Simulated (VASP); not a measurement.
A run of VASP 6.6.1 is set up as follows.

File INCAR:

```
ALGO = Normal
EDIFF = 1E-7
ENCUT = 520
GGA = PE
ISIF = 2
ISMEAR = 0
LASPH = True
LCHARG = False
LREAL = False
LWAVE = False
NBANDS = 30
NELM = 80
PREC = Accurate
SIGMA = 0.1
```

Contents of KPOINTS:

```
k-points
0
Gamma
  6 6 10
```

POSCAR

```
ScAlTlAs3
1.0
    6.5966302597      0.0000000000      0.0000000000
   -3.2983151298      5.7128493842      0.0000000000
    0.0000000000      0.0000000000      3.7324098827
Sc Al Tl As
1 1 1 3
Direct
    0.3333333333      0.6666666667      0.0000000000
    0.0000000000      0.0000000000      0.0000000000
    0.6666666667      0.3333333333      0.0000000000
    0.6814555365      0.8407277682      0.5000000000
    0.1592722318      0.8407277682      0.5000000000
    0.1592722318      0.3185444635      0.5000000000
```

Potentials or basis: VASP PAW PBE potentials, release 64 (Sc_sv, Al, Tl_d, As).

The run is started by

```bash
$ cat potpaw_PBE.64/Sc_sv/POTCAR potpaw_PBE.64/Al/POTCAR potpaw_PBE.64/Tl_d/POTCAR potpaw_PBE.64/As/POTCAR > POTCAR
$ mpirun -np 1 vasp_std > vasp.out
```

Question: Estimate the band gap on the k mesh.

Answer: Zero (band 21 reaches 5.38 eV, above the bottom of band 22 at 4.55 eV).

Question: Estimate the largest force.

Answer: 0.005 eV/Å.

Question: Estimate the pressure.

Answer: 0.1 GPa.

Stress tensor (GPa, compression positive):
```
0.07 0.00 0.00
0.00 0.07 0.00
0.00 0.00 0.18
```

Caveat: spin-orbit coupling is left out, which moves the levels of the heavy elements.
